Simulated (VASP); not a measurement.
Wanted: the native input for a VASP 6.6.1 run.

```
Task                   : single point
Functional             : PBE
Potentials or basis    : VASP PAW PBE potentials, release 64 (Mg)
Cutoff                 : 520 eV
k mesh                 : 21 × 21 × 18
Occupations            : gaussian, width 0.15 eV
Spin                   : no spin polarisation
Dipole correction      : no
Further INCAR settings : ALGO = Normal; EDIFF = 1e-06; NBANDS = 7
```

The structure of Mg lies in POSCAR:

```
Mg
1.0
    3.0502998005      0.0000000000      0.0000000000
   -1.5251499003      2.6416371164      0.0000000000
    0.0000000000      0.0000000000      3.0448375700
Mg
1
Direct
    0.0000000000      0.0000000000      0.0000000000
```

This isn't the form of Mg at room conditions, which is hcp.

The input as run:

INCAR

```
SYSTEM = Mg
PREC = Accurate
ENCUT = 520
EDIFF = 1E-6
ISMEAR = 0
SIGMA = 0.15
LREAL = .False.
LASPH = .True.
NELM = 80
ALGO = Normal
ISIF = 2
LWAVE = .False.
LCHARG = .False.
GGA = PE
NBANDS = 7
```

KPOINTS

```
Automatic mesh
0
Gamma
  21 21 18
  0 0 0
```

Potentials or basis: VASP PAW PBE potentials, release 64 (Mg).

Command:

```bash
$ cat potpaw_PBE.64/Mg/POTCAR > POTCAR
$ mpirun -np 1 vasp_std > vasp.out
```

Results of the run:

| Property | Result |
| --- | --- |
| Pressure | 1.2 GPa |
| Band gap on the k mesh | zero (bands 1 and 2 overlap by 5.40 eV) |

Run time: 50 s on 1 thread of Intel Xeon 8259CL (shared host), peak memory 0.2 GiB.
